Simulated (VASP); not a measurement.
Wanted: the native input for a VASP 6.6.1 run.

- Task: single point
- Functional: PBEsol
- Potentials or basis: VASP PAW PBE potentials, release 64 (Ag)
- Cutoff: 520 eV
- k mesh: 16 × 16 × 12
- Occupations: gaussian, width 0.15 eV
- Spin: no spin polarisation
- Dipole correction: no
- Further INCAR settings: ALGO = Fast; EDIFF = 1e-06; NBANDS = 18

The structure of Ag lies in POSCAR:

```
Ag
1.0
    0.0000000000     -2.0431000000     -2.0431000000
    0.0000000000      2.0431000000     -2.0431000000
    4.0862000000      0.0000000000      0.0000000000
Ag
2
Direct
    0.4963291077      0.5036708923      0.5000000000
    0.0036708923     -0.0036708923      0.0000000000
```

This cell differs from its parent crystal: atoms displaced along a vibrational mode.

These files were run (other wordings do the same):

INCAR

```
  PREC = Accurate
  ENCUT = 520
  EDIFF = 1E-6
  ISMEAR = 0
  SIGMA = 0.15
  LREAL = False
  LASPH = True
  NELM = 60
  ALGO = Fast
  ISIF = 2
  LWAVE = False
  LCHARG = False
  GGA = PS
  NBANDS = 18
```

KPOINTS

```
Automatic mesh
0
Gamma
  16 16 12
```

Potentials or basis: VASP PAW PBE potentials, release 64 (Ag).

The run is started by

```console
$ cat potpaw_PBE.64/Ag/POTCAR > POTCAR
$ mpirun -np 1 vasp_std > vasp.out
```

Results of the run:

```json
{
 "Pressure": "-2.9 GPa",
 "Largest force": "0.074 eV/Å",
 "Band gap on the k mesh": "zero (bands 11 and 12 overlap by 9.25 eV)"
}
```

Caveat: the cell differs from its parent crystal (atoms displaced along a vibrational mode); the PAW data sets were made with another functional, which shifts forces and pressure a little.

It took 88 s on 1 thread of Intel(R) Xeon(R) 6975P-C (Granite Rapids) (shared host), peak memory 0.34 GiB.
